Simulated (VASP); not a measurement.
# FeS2 (Pa-3) in VASP: notebook, part 2 of 2

VASP 6.6.1.

## (3) Single point, PBE+U, collinear spin

INCAR reads:

```
SYSTEM = FeS2
ALGO = Normal
EDIFF = 1E-6
ENCUT = 600
GGA = PE
GGA_COMPAT = .False.
ISIF = 2
ISMEAR = -1
ISPIN = 2
LASPH = .True.
LCHARG = .False.
LDAU = .True.
LDAUJ = 0 0
LDAUL = 2 -1
LDAUPRINT = 1
LDAUTYPE = 2
LDAUU = 5.3 0
LMAXMIX = 4
LORBIT = 11
LREAL = .False.
LWAVE = .False.
MAGMOM = 0 0 0 4 0 0 0 0 0 0 0 0
NBANDS = 56
NELM = 200
PREC = Accurate
SIGMA = 0.05
```

KPOINTS reads:

```
k-points
0
Gamma
  3 3 3
  0 0 0
```

POSCAR reads:

```
FeS2
1.0
    5.3825000000      0.0000000000      0.0000000000
    0.0000000000      5.3825000000      0.0000000000
    0.0000000000      0.0000000000      5.3825000000
Fe S
4 8
Direct
    0.0000000000      0.0000000000      0.0000000000
    0.5000000000      0.0000000000      0.5000000000
    0.5000000000      0.5000000000      0.0000000000
    0.0000000000      0.5000000000      0.5000000000
    0.3849000000      0.3849000000      0.3849000000
    0.1151000000      0.6151000000      0.8849000000
    0.8849000000      0.1151000000      0.6151000000
    0.6151000000      0.8849000000      0.1151000000
    0.6151000000      0.6151000000      0.6151000000
    0.8849000000      0.3849000000      0.1151000000
    0.1151000000      0.8849000000      0.3849000000
    0.3849000000      0.1151000000      0.8849000000
```

Potentials or basis: VASP PAW PBE potentials, release 64 (Fe, S).

The run is started by

```sh
$ cat potpaw_PBE.64/Fe/POTCAR potpaw_PBE.64/S/POTCAR > POTCAR
$ mpirun -np 1 vasp_std > vasp.out
```

OUTCAR:

```text
SYSTEM = FeS2
   EDIFF = 1E-6
   ENCUT = 600
   GGA = PE
   ISIF = 2
   ISMEAR = -1
   ISPIN = 2
   LASPH = .True.
   LORBIT = 11
   LREAL = .False.
   NELM = 200
   PREC = Accurate

 ion  position               nearest neighbor table
   1  0.000  0.000  0.000-   6 2.25   8 2.25  10 2.25  12 2.25  11 2.25   7 2.25
   2  0.500  0.000  0.500-   5 2.25   7 2.25   9 2.25  11 2.25   8 2.25  12 2.25
   3  0.500  0.500  0.000-   6 2.25   8 2.25  10 2.25  12 2.25   5 2.25   9 2.25
   4  0.000  0.500  0.500-   5 2.25   7 2.25   9 2.25  11 2.25  10 2.25   6 2.25
   5  0.385  0.385  0.385-   9 2.15   4 2.25   2 2.25   3 2.25
   6  0.115  0.615  0.885-  10 2.15   3 2.25   1 2.25   4 2.25
   7  0.885  0.115  0.615-  11 2.15   4 2.25   2 2.25   1 2.25
   8  0.615  0.885  0.115-  12 2.15   3 2.25   1 2.25   2 2.25
   9  0.615  0.615  0.615-   5 2.15   4 2.25   2 2.25   3 2.25
  10  0.885  0.385  0.115-   6 2.15   3 2.25   1 2.25   4 2.25
  11  0.115  0.885  0.385-   7 2.15   4 2.25   2 2.25   1 2.25
  12  0.385  0.115  0.885-   8 2.15   3 2.25   1 2.25   2 2.25

  LATTYP: Found a simple cubic cell.
 ALAT       =     5.3825000000

  Lattice vectors:

 A1 = (   5.3825000000,   0.0000000000,   0.0000000000)
 A2 = (   0.0000000000,   5.3825000000,   0.0000000000)
 A3 = (   0.0000000000,   0.0000000000,   5.3825000000)

Analysis of symmetry for initial positions (statically):
=====================================================================
 Subroutine PRICEL returns:
 Original cell was already a primitive cell.

 Routine SETGRP: Setting up the symmetry group for a
 simple cubic supercell.

 Subroutine GETGRP returns: Found 24 space group operations
 (whereof  6 operations were pure point group operations)
 out of a pool of 48 trial point group operations.

The static configuration has the point symmetry S_6 .
 The point group associated with its full space group is T_h .

Analysis of symmetry for dynamics (positions and initial velocities):
=====================================================================
 Subroutine PRICEL returns:
 Original cell was already a primitive cell.

 Routine SETGRP: Setting up the symmetry group for a
 simple cubic supercell.

 Subroutine GETGRP returns: Found 24 space group operations
 (whereof  6 operations were pure point group operations)
 out of a pool of 48 trial point group operations.

The dynamic configuration has the point symmetry S_6 .
 The point group associated with its full space group is T_h .

Analysis of structural, dynamic, and magnetic symmetry:
=====================================================================
 Subroutine PRICEL returns:
 Original cell was already a primitive cell.

 Routine SETGRP: Setting up the symmetry group for a
 simple cubic supercell.

 Subroutine GETGRP returns: Found  6 space group operations
 (whereof  2 operations were pure point group operations)
 out of a pool of 48 trial point group operations.

The overall configuration has the point symmetry S_2 .
 The point group associated with its full space group is S_6 .

 Subroutine INISYM returns: Found  6 space group operations
 (whereof  2 operations are pure point group operations),
 and found     1 'primitive' translations

----------------------------------------------------------------------------------------

                                     Primitive cell
[... 263 lines left out ...]
  o =  0.9133  v =  0.4043 -0.4046  0.2055 -0.0002  0.7941  0.0000  0.0000  0.0000  0.0000  0.0000      0.0000  0.0000  0.0000  0.0000  0.0000  0.0000  0.0000  0.0000  0.0000  0.0000
  o =  0.9410  v =  0.5774  0.5774 -0.0000 -0.5774  0.0000  0.0000  0.0000  0.0000  0.0000  0.0000      0.0000  0.0000  0.0000  0.0000  0.0000  0.0000  0.0000  0.0000  0.0000  0.0000

 number of electron      79.9999998 magnetization       1.9290387

 Free energy of the ion-electron system (eV)
  ---------------------------------------------------
  ext. energy  EPLUGINS =         0.00000000
  ---------------------------------------------------
  free energy    TOTEN  =       -52.93540765 eV

  energy without entropy =      -52.91069680  energy(sigma->0) =      -52.92305223

 E-fermi :   8.8858     XC(G=0): -11.9404

 val. band max:        8.7941005982   @ k =   0.3333   0.3333   0.0000
 cond. band min:       8.8863426650   @ k =   0.3333   0.3333   0.3333
 fundamental gap:      0.0922420668
 Fermi energy:         8.8858015463

 spin component 1

 k-point     1 :       0.0000    0.0000    0.0000
  band No.  band energies     occupation
      1      -8.8534      1.00000
      2      -6.6856      1.00000
      3      -6.6856      1.00000
      4      -6.6607      1.00000
      5      -4.1924      1.00000
      6      -4.1609      1.00000
[... 319 lines left out ...]
     51      11.4619      0.00000
     52      11.4620      0.00000
 Fermi energy:         8.8858015463

 spin component 2

 k-point     1 :       0.0000    0.0000    0.0000
  band No.  band energies     occupation
      1      -8.8617      1.00000
      2      -6.6617      1.00000
      3      -6.6429      1.00000
      4      -6.6429      1.00000
      5      -4.1944      1.00000
      6      -4.1936      1.00000
[... 319 lines left out ...]
     51      12.4577      0.00000
     52      12.4592      0.00000
 [bands above 52 left out]

------------------------ aborting loop because EDIFF is reached ----------------------------------------

  FORCE on cell =-STRESS in cart. coord.  units (eV):
  Direction    XX          YY          ZZ          XY          YZ          ZX
  --------------------------------------------------------------------------------------
  -------------------------------------------------------------------------------------
  Total       15.5217981     15.5217981     15.5217981      0.4238817      0.4238817     -0.4238817
  in kB      159.4778962    159.4778962    159.4778962      4.3551504      4.3551504     -4.3551504
  external PRESSURE =     159.4778962 kB  Pullay stress =       0.0000000 kB

 VOLUME and BASIS-vectors are now :
 -----------------------------------------------------------------------------
  energy-cutoff  :      600.00
  volume of cell :      155.94
      direct lattice vectors                 reciprocal lattice vectors
     5.382500000  0.000000000  0.000000000     0.185787274  0.000000000  0.000000000
     0.000000000  5.382500000  0.000000000     0.000000000  0.185787274  0.000000000
     0.000000000  0.000000000  5.382500000     0.000000000  0.000000000  0.185787274

 POSITION                                       TOTAL-FORCE (eV/Angst)
 -----------------------------------------------------------------------------------
      0.00000      0.00000      0.00000        -0.000000     -0.000000     -0.000000
      2.69125      0.00000      2.69125        -0.000000     -0.000000     -0.000000
      2.69125      2.69125      0.00000        -0.000000     -0.000000     -0.000000
      0.00000      2.69125      2.69125        -0.000000     -0.000000     -0.000000
      2.07172      2.07172      2.07172         0.991437      0.353592      0.214140
      0.61953      3.31078      4.76297        -0.353592     -0.214140      0.991437
      4.76297      0.61953      3.31078         0.214140     -0.991437     -0.353592
      3.31078      4.76297      0.61953        -0.402947      0.402947     -0.402947
      3.31078      3.31078      3.31078        -0.991437     -0.353592     -0.214140
      4.76297      2.07172      0.61953         0.353592      0.214140     -0.991437
      0.61953      4.76297      2.07172        -0.214140      0.991437      0.353592
      2.07172      0.61953      4.76297         0.402947     -0.402947      0.402947
 -----------------------------------------------------------------------------------
    total drift:                                0.000000     -0.000000      0.000000

  FREE ENERGIE OF THE ION-ELECTRON SYSTEM (eV)
  ---------------------------------------------------
  free  energy   TOTEN  =       -52.9354076484 eV

  energy  without entropy=      -52.9106968036  energy(sigma->0) =      -52.92305223

 total charge

# of ion       s       p       d       tot
------------------------------------------
    1        0.428   0.640   6.600   7.669
    2        0.428   0.640   6.600   7.669
    3        0.428   0.640   6.600   7.669
    4        0.434   0.652   6.565   7.651
    5        1.350   2.359   0.000   3.709
    6        1.350   2.359   0.000   3.709
    7        1.350   2.359   0.000   3.709
    8        1.345   2.357   0.000   3.702
    9        1.350   2.359   0.000   3.709
   10        1.350   2.359   0.000   3.709
   11        1.350   2.359   0.000   3.709
   12        1.345   2.357   0.000   3.702
--------------------------------------------------
tot         12.508  21.441  26.366  60.315

 magnetization (x)

# of ion       s       p       d       tot
------------------------------------------
    1       -0.001  -0.001  -0.070  -0.072
    2       -0.001  -0.001  -0.070  -0.072
    3       -0.001  -0.001  -0.070  -0.072
    4        0.017   0.025   2.305   2.348
    5        0.002  -0.033   0.000  -0.031
    6        0.002  -0.033   0.000  -0.031
    7        0.002  -0.033   0.000  -0.031
    8       -0.000   0.000   0.000   0.000
    9        0.002  -0.033   0.000  -0.031
   10        0.002  -0.033   0.000  -0.031
   11        0.002  -0.033   0.000  -0.031
   12       -0.000   0.000   0.000   0.000
--------------------------------------------------
tot          0.027  -0.179   2.096   1.944
```

Run time: 4.4 min. Hardware: 1 thread of Intel Xeon Platinum 8488C (Sapphire Rapids), shared host; peak memory 0.44 GiB.

The run converged, but its numbers aren't listed here, since they failed a check.

Caveat: the k points lie up to 0.39 Å⁻¹ apart; the result breaks the symmetry of the cell; forces of over 1 eV/Å act on the atoms, so gaps and moduli don't describe the material at rest.

## (4) Single point, PBE+U, collinear spin, ferromagnetic start

INCAR reads:

```
  PREC = Accurate
  ENCUT = 600
  EDIFF = 1E-6
  ISMEAR = -1
  SIGMA = 0.05
  LREAL = F
  LASPH = T
  NELM = 200
  ALGO = Normal
  ISIF = 2
  LWAVE = F
  LCHARG = T
  ISPIN = 2
  MAGMOM = 4 4 4 4 0 0 0 0 0 0 0 0
  LORBIT = 11
  LMAXMIX = 4
  LDAU = T
  LDAUTYPE = 2
  LDAUL = 2 -1
  LDAUU = 5.3 0
  LDAUJ = 0 0
  LDAUPRINT = 1
  GGA = PE
  LELF = T
  LVHAR = T
  NBANDS = 56
  GGA_COMPAT = F
```

KPOINTS reads:

```
regular mesh
0
Gamma
  3 3 3
```

POSCAR is that of step 3.

The run is started by

```sh
$ cat potpaw_PBE.64/Fe/POTCAR potpaw_PBE.64/S/POTCAR > POTCAR
$ mpirun -np 1 vasp_std > vasp.out
```

Wall time 2.6 min (1 thread of Intel Xeon Platinum 8488C (Sapphire Rapids), shared host); peak memory 0.42 GiB.

It converged, with:

```
Free energy                                           : -52.7744 eV
Pressure                                              : 26.3 GPa
Largest force                                         : 0.772 eV/Å
Net moment                                            : 7.93 μB per cell
Site moments                                          : Fe +2.29; S -0.12 μB
Valence electrons inside the program's atomic spheres : Fe 7.65; S 3.71
```

Forces on the atoms (eV/Å):
```
Fe   0.000  0.000  0.000
Fe   0.000  0.000  0.000
Fe   0.000  0.000  0.000
Fe   0.000  0.000  0.000
S    0.446  0.446  0.446
S   -0.446 -0.446  0.446
S    0.446 -0.446 -0.446
S   -0.446  0.446 -0.446
S   -0.446 -0.446 -0.446
S    0.446  0.446 -0.446
S   -0.446  0.446  0.446
S    0.446 -0.446  0.446
```

Levels at points of the mesh, in eV from the Fermi level:
Spin up:
```csv
k point,band 40,band 41,band 42,band 43,band 44,band 45,band 46,band 47,band 48,band 49
"(0.00, 0.00, 0.00)",-3.21,-1.30,-1.30,-1.30,-0.11,1.07,1.07,1.07,2.23,2.23
```
Spin down:
```tsv
k point	band 33	band 34	band 35	band 36	band 37	band 38	band 39	band 40
(0.00, 0.00, 0.00)	-1.27	-1.27	-1.18	-1.18	-0.12	1.53	1.53	1.53
```

Eigenvalues of the final occupation matrices:
| site | spin | trace | eigenvalues |
| --- | --- | --- | --- |
| site 1 d | 1 | 4.43 | 0.84 0.84 0.91 0.91 0.93 |
| site 1 d | 2 | 2.18 | 0.03 0.22 0.22 0.86 0.86 |
| site 2 d | 1 | 4.43 | 0.84 0.84 0.91 0.91 0.93 |
| site 2 d | 2 | 2.18 | 0.03 0.22 0.22 0.86 0.86 |
| site 3 d | 1 | 4.43 | 0.84 0.84 0.91 0.91 0.93 |
| site 3 d | 2 | 2.18 | 0.03 0.22 0.22 0.86 0.86 |
| site 4 d | 1 | 4.43 | 0.84 0.84 0.91 0.91 0.93 |
| site 4 d | 2 | 2.18 | 0.03 0.22 0.22 0.86 0.86 |

Caveat: the k points lie up to 0.39 Å⁻¹ apart; only a ferromagnetic start was run, and an antiferromagnetic order may lie lower in energy.

## (5) Single point, PBE+U, collinear spin, ferromagnetic start

INCAR reads:

```
SYSTEM = FeS2
PREC     = Accurate       ! precision mode
ENCUT    = 600            ! plane-wave cutoff, eV
EDIFF    = 1E-6           ! SCF threshold, eV
ISMEAR   = -1             ! smearing method
SIGMA    = 0.05           ! smearing width, eV
LREAL    = .FALSE.        ! projectors in reciprocal space
LASPH    = .TRUE.         ! aspherical terms in the spheres
NELM     = 200            ! most SCF steps
ALGO     = Normal         ! electronic algorithm
ISIF     = 2              ! what is computed and relaxed
LWAVE    = .FALSE.        ! write WAVECAR
LCHARG   = .FALSE.        ! write CHGCAR
ISPIN    = 2              ! spin polarisation
MAGMOM   = 4 4 4 4 0 0 0 0 0 0 0 0 ! initial moments
LORBIT   = 11             ! projections on sites
LMAXMIX  = 4              ! l up to which the mixer works
LDAU     = .TRUE.         ! DFT+U
LDAUTYPE = 2            
LDAUL    = 2 -1           ! shell
LDAUU    = 5.3 0          ! U, eV
LDAUJ    = 0 0          
LDAUPRINT= 1            
GGA      = PE             ! functional
NBANDS   = 56             ! bands
ISYM     = 0            
GGA_COMPAT= .FALSE.
```

KPOINTS reads:

```
Automatic mesh
0
G
  3 3 3
  0 0 0
```

POSCAR is that of step 4.

Potentials or basis: VASP PAW PBE potentials, release 64 (Fe, S).

The run is started by

```sh
$ cat potpaw_PBE.64/Fe/POTCAR potpaw_PBE.64/S/POTCAR > POTCAR
$ mpirun -np 1 vasp_std > vasp.out
```

OUTCAR:

```text
SYSTEM = FeS2
   PREC = Accurate
   ENCUT = 600
   EDIFF = 1E-6
   ISMEAR = -1
   LREAL = .FALSE.
   LASPH = .TRUE.
   NELM = 200
   ISIF = 2
   ISPIN = 2
   LORBIT = 11
   GGA = PE
   ISYM = 0

 ion  position               nearest neighbor table
   1  0.000  0.000  0.000-   6 2.25   8 2.25  10 2.25  12 2.25  11 2.25   7 2.25
   2  0.500  0.000  0.500-   5 2.25   7 2.25   9 2.25  11 2.25   8 2.25  12 2.25
   3  0.500  0.500  0.000-   6 2.25   8 2.25  10 2.25  12 2.25   5 2.25   9 2.25
   4  0.000  0.500  0.500-   5 2.25   7 2.25   9 2.25  11 2.25  10 2.25   6 2.25
   5  0.385  0.385  0.385-   9 2.15   4 2.25   2 2.25   3 2.25
   6  0.115  0.615  0.885-  10 2.15   3 2.25   1 2.25   4 2.25
   7  0.885  0.115  0.615-  11 2.15   4 2.25   2 2.25   1 2.25
   8  0.615  0.885  0.115-  12 2.15   3 2.25   1 2.25   2 2.25
   9  0.615  0.615  0.615-   5 2.15   4 2.25   2 2.25   3 2.25
  10  0.885  0.385  0.115-   6 2.15   3 2.25   1 2.25   4 2.25
  11  0.115  0.885  0.385-   7 2.15   4 2.25   2 2.25   1 2.25
[... 1882 lines left out ...]

  FREE ENERGIE OF THE ION-ELECTRON SYSTEM (eV)
  ---------------------------------------------------
  free  energy   TOTEN  =       -52.7743590143 eV

  energy  without entropy=      -52.7440263529  energy(sigma->0) =      -52.75919268

 total charge

# of ion       s       p       d       tot
------------------------------------------
    1        0.431   0.643   6.574   7.649
    2        0.431   0.643   6.574   7.649
    3        0.431   0.643   6.574   7.649
    4        0.431   0.643   6.574   7.649
    5        1.364   2.351   0.000   3.715
    6        1.364   2.351   0.000   3.715
    7        1.364   2.351   0.000   3.715
    8        1.364   2.351   0.000   3.715
    9        1.364   2.351   0.000   3.715
   10        1.364   2.351   0.000   3.715
   11        1.364   2.351   0.000   3.715
   12        1.364   2.351   0.000   3.715
--------------------------------------------------
tot         12.638  21.375  26.298  60.311

 magnetization (x)

# of ion       s       p       d       tot
------------------------------------------
    1        0.017   0.024   2.246   2.287
    2        0.017   0.024   2.246   2.287
    3        0.017   0.024   2.246   2.287
    4        0.017   0.024   2.246   2.287
    5        0.008  -0.130   0.000  -0.122
    6        0.008  -0.130   0.000  -0.122
    7        0.008  -0.130   0.000  -0.122
    8        0.008  -0.130   0.000  -0.122
    9        0.008  -0.130   0.000  -0.122
   10        0.008  -0.130   0.000  -0.122
   11        0.008  -0.130   0.000  -0.122
   12        0.008  -0.130   0.000  -0.122
--------------------------------------------------
tot          0.130  -0.945   8.985   8.170
```

stdout:

```text
POSCAR found type information on POSCAR FeS
 POSCAR found :  2 types and      12 ions
 scaLAPACK will be used
 LDA part: xc-table for (Slater+PW92), standard interpolation
 POSCAR, INCAR and KPOINTS ok, starting setup
 FFT: planning ... GRIDC
 FFT: planning ... GRID_SOFT
 FFT: planning ... GRID
 WAVECAR not read
 entering main loop
```

Wall time 7.4 min (1 thread of Intel Xeon Platinum 8488C (Sapphire Rapids), shared host); peak memory 0.51 GiB.

What came out:

| Property | Result |
| --- | --- |
| Free energy | -52.7744 eV |
| Pressure | 26.3 GPa |
| Largest force | 0.772 eV/Å |
| Net moment | 7.93 μB per cell |
| Site moments | Fe +2.29; S -0.12 μB |
| Valence electrons inside the program's atomic spheres | Fe 7.65; S 3.71 |

Forces on the atoms (eV/Å):
```
Fe   0.000  0.000  0.000
Fe   0.000  0.000  0.000
Fe   0.000  0.000  0.000
Fe   0.000  0.000  0.000
S    0.446  0.446  0.444
S   -0.446 -0.446  0.444
S    0.446 -0.446 -0.444
S   -0.446  0.446 -0.444
S   -0.446 -0.446 -0.444
S    0.446  0.446 -0.444
S   -0.446  0.446  0.444
S    0.446 -0.446  0.444
```

Eigenvalues of the final occupation matrices:
```csv
site,spin,trace,eigenvalues
site 1 d,1,4.43,0.84 0.84 0.91 0.91 0.93
site 1 d,2,2.18,0.03 0.22 0.22 0.86 0.86
site 2 d,1,4.43,0.84 0.84 0.91 0.91 0.93
site 2 d,2,2.18,0.03 0.22 0.22 0.86 0.86
site 3 d,1,4.43,0.84 0.84 0.91 0.91 0.93
site 3 d,2,2.18,0.03 0.22 0.22 0.86 0.86
site 4 d,1,4.43,0.84 0.84 0.91 0.91 0.93
site 4 d,2,2.18,0.03 0.22 0.22 0.86 0.86
```

Caveat: the k points lie up to 0.39 Å⁻¹ apart; only a ferromagnetic start was run, and an antiferromagnetic order may lie lower in energy.
